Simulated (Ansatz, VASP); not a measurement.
# Two plane-wave programs on Ti

INCAR

```
SYSTEM = Ti
  PREC = Accurate
  ENCUT = 520
  EDIFF = 1E-7
  ISMEAR = 0
  SIGMA = 0.15
  LREAL = .FALSE.
  LASPH = .TRUE.
  NELM = 80
  ALGO = Fast
  ISIF = 2
  LWAVE = .FALSE.
  LCHARG = .TRUE.
  GGA = CA
  LELF = .TRUE.
  LVHAR = .TRUE.
  NBANDS = 12
```

The input KPOINTS:

```
regular mesh
0
G
  22 22 22
  0 0 0
```

POSCAR

```
Ti
1.0
    0.0000000000      2.1249371877      1.5603413770
    2.1249371877      0.0000000000      1.5603413770
    2.1249371877      2.1249371877      0.0000000000
Ti
1
Direct
    0.0000000000      0.0000000000      0.0000000000
```

Input for Ansatz:

```yaml
crystal:
  lattice:
    - [0.0, 2.1249371877, 1.560341377]
    - [2.1249371877, 0.0, 1.560341377]
    - [2.1249371877, 2.1249371877, 0.0]
  atoms:
    - { symbol: Ti, position: [0.0, 0.0, 0.0] }
basis:
  ecutwfc: 520.0
kpoints:
  mp_grid: { grid: [22, 22, 22] }
hamiltonian:
  xc: lda
  pseudopotentials: { kind: paw, azcp: { folder: soft_1 } }
scf:
  occupations: { method: gaussian, width: 0.15 }
output:
  forces: true
  stress: true
  eigenvalues: true
```

Alike in both runs: task single point; functional LDA; k mesh 22 × 22 × 22; occupations gaussian, width 0.15 eV; no spin polarisation.

|  | VASP | Ansatz |
| --- | --- | --- |
| version | VASP 6.6.1 | Ansatz 0.2.0 |
| potentials or method | VASP PAW LDA potentials, release 64 (Ti_sv), cutoff 520 eV | scalar-relativistic, plane waves, PAW |
| valence electrons in the cell | 12 | 12 |

```csv
,VASP,Ansatz,Ansatz less VASP
gap on the k mesh at the Fermi level (eV),none,none,-
pressure (GPa),16.8,17.1,+0.33
"traceless stress, the component that is largest in VASP (GPa)",0.07,0.05,-0.020
```

Ansatz warns that its potentials were made for another functional, while VASP's fit it. LDA's correlation is that of Perdew and Zunger in VASP and of Perdew and Wang (1992) in Ansatz. A gap of «none» marks a metal or a gap that the smearing closes.
